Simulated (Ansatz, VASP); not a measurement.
# Two plane-wave programs on InGa3P4

```xyz
8
Lattice="5.2728 0.0000 0.0000 0.0000 5.2728 0.0000 0.0000 0.0000 5.2728" Properties=species:S:1:pos:R:3 pbc="T T T"
In    2.6364    2.6364    2.6364
Ga    0.0000    0.0000    2.6364
Ga    2.6364    0.0000    0.0000
Ga    0.0000    2.6364    0.0000
P     2.6364    2.6364    0.0000
P     0.0000    2.6364    2.6364
P     2.6364    0.0000    2.6364
P     0.0000    0.0000    0.0000
```

Alike in both runs: functional PBE; k mesh 8 × 8 × 8; occupations gaussian, width 0.1 eV; no spin polarisation.

Ansatz relaxed the structure, and its values are those at the end. VASP's run is a single point on that final structure, the one shown.

```csv
,VASP,Ansatz
version,VASP 6.6.1,Ansatz 0.2.0
potentials or method,"VASP PAW PBE potentials, release 64 (In_d, Ga_d, P), cutoff 520 eV","scalar-relativistic, plane waves, PAW"
valence electrons in the cell,72,72
```

```csv
,VASP,Ansatz,Ansatz less VASP
gap on the k mesh at the Fermi level (eV),none,none,-
pressure (GPa),0.0,0.0,-0.03
```

A gap of «none» marks a metal or a gap that the smearing closes.
